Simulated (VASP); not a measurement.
Write the native input for VASP 6.6.1 that does the following.

| Property | Result |
| --- | --- |
| Task | relaxation of cell and atoms |
| Functional | PBE |
| Potentials or basis | VASP PAW PBE potentials, release 64 (In_d, Cu, O) |
| Cutoff | 600 eV |
| k mesh | 3 × 3 × 2 |
| Occupations | gaussian, width 0.15 eV |
| Spin | collinear spin |
| Starting moments | [0.0, 1.0, 1.0, 1.0, 0.0, 0.0, 0.0] μB |
| Dipole correction | no |
| Further INCAR settings | ALGO = Normal; EDIFF = 1e-07; IBRION = 2; EDIFFG = -0.08; NSW = 36; ISIF = 3 |

The structure of InCu3O3 lies in POSCAR:

```
InCu3O3
1.0
    4.1008453500      0.0000000000      0.0000000000
    0.0000000000      4.1008453500      0.0000000000
    0.0000000000      0.0000000000      5.9491199800
In Cu O
1 3 3
Direct
    0.0000000000      0.0000000000      0.0000000000
    0.5000000000      0.5000000000      0.8300571500
    0.5000000000      0.5000000000      0.1699428500
    0.5000000000      0.5000000000      0.5000000000
    0.0000000000      0.5000000000      0.5000000000
    0.5000000000      0.0000000000      0.5000000000
    0.0000000000      0.0000000000      0.5000000000
```

The cell was generated, and may not be a known phase.

The input as run:

INCAR

```
SYSTEM = InCu3O3
ALGO = Normal
EDIFF = 1E-7
EDIFFG = -0.08
ENCUT = 600
GGA = PE
GGA_COMPAT = .FALSE.
IBRION = 2
ISIF = 3
ISMEAR = 0
ISPIN = 2
LASPH = .TRUE.
LCHARG = .FALSE.
LMAXMIX = 4
LORBIT = 11
LREAL = .FALSE.
LWAVE = .FALSE.
MAGMOM = 0 1 1 1 0 0 0
NELM = 200
NELMIN = 4
NSW = 36
PREC = Accurate
SIGMA = 0.15
```

KPOINTS

```
k-points
0
G
  3 3 2
  0 0 0
```

Potentials or basis: VASP PAW PBE potentials, release 64 (In_d, Cu, O).

Run with:

```sh
$ cat potpaw_PBE.64/In_d/POTCAR potpaw_PBE.64/Cu/POTCAR potpaw_PBE.64/O/POTCAR > POTCAR
$ mpirun -np 1 vasp_std > vasp.out
```

It gave:

The relaxed volume is 15.00 Å³/atom and the relaxed cell is a = 3.853 Å, b = 3.853 Å, c = 7.074 Å, α = 90.00°, β = 90.00°, γ = 90.00°. The space group after relaxing (to 0.1 Å) is P4/mmm (No. 123), the energy gained by relaxing is 321.4 meV/atom and the ionic steps are 4. The pressure after relaxing is 0.1 GPa and the largest force after relaxing is 0.035 eV/Å. The band gap on the k mesh is 0.04 eV (least direct gap 0.15 eV). The net moment is 0.00 μB per cell and the valence electrons inside the program's atomic spheres are In 11.30; Cu 9.89, 9.96 (each value once); O 4.80, 4.67 (each value once).

Caveat: the k points lie up to 0.54 Å⁻¹ apart in the final cell; the smearing spreads over this small gap; semilocal functionals underestimate gaps, and a narrow one can read as zero; a cell axis changed by over 15 % at a fixed basis, so the end point is rough; spin-orbit coupling is left out, which moves the levels of the heavy elements; the relaxation stopped at a loose force limit of 0.08 eV/Å, so its end isn't a converged minimum.

It took 6.7 min on 1 thread of Oxide Virtual Turin-like Processor (shared host), peak memory 0.28 GiB.
